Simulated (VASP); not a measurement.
Here is a VASP 6.6.1 calculation.

The input INCAR:

```
SYSTEM = AlCo
PREC = Accurate
ENCUT = 690
EDIFF = 1E-6
ISMEAR = 0
SIGMA = 0.15
LREAL = .FALSE.
LASPH = .TRUE.
NELM = 120
ALGO = Normal
ISIF = 2
LWAVE = .FALSE.
LCHARG = .TRUE.
GGA = PS
LELF = .TRUE.
LVHAR = .TRUE.
NBANDS = 17
GGA_COMPAT = .FALSE.
```

File KPOINTS:

```
Automatic mesh
0
G
  18 18 18
  0 0 0
```

The input POSCAR:

```
AlCo
1.0
    2.9601878770     -0.5920375754     -0.5920375754
   -0.5920375754      2.9601878770     -0.5920375754
   -0.5920375754     -0.5920375754      2.9601878770
Al Co
1 1
Direct
    0.0000000000      0.0000000000      0.0000000000
    0.5000000000      0.5000000000      0.5000000000
```

Potentials or basis: VASP PAW PBE potentials, release 64 (Al, Co_sv).

Run with:

```console
$ cat potpaw_PBE.64/Al/POTCAR potpaw_PBE.64/Co_sv/POTCAR > POTCAR
$ mpirun -np 1 vasp_std > vasp.out
```

**Question.** Estimate the pressure.

**Answer.** 157.3 GPa.

**Question.** Estimate the band gap on the k mesh.

**Answer.** Zero (bands 10 and 11 overlap by 1.45 eV).

Stress tensor (GPa, compression positive):
```
157.26 194.39 194.39
194.39 157.26 194.39
194.39 194.39 157.26
```

Caveat: atoms lie so close that the PAW spheres overlap strongly, which falsifies energies and pressures; the cell stands under pressure; the PAW data sets were made with another functional, which shifts forces and pressure a little; the run has no spin polarisation, though such a crystal can be magnetic. Spin polarisation is off, so any magnetic state and its effect on volume and gap are missing.
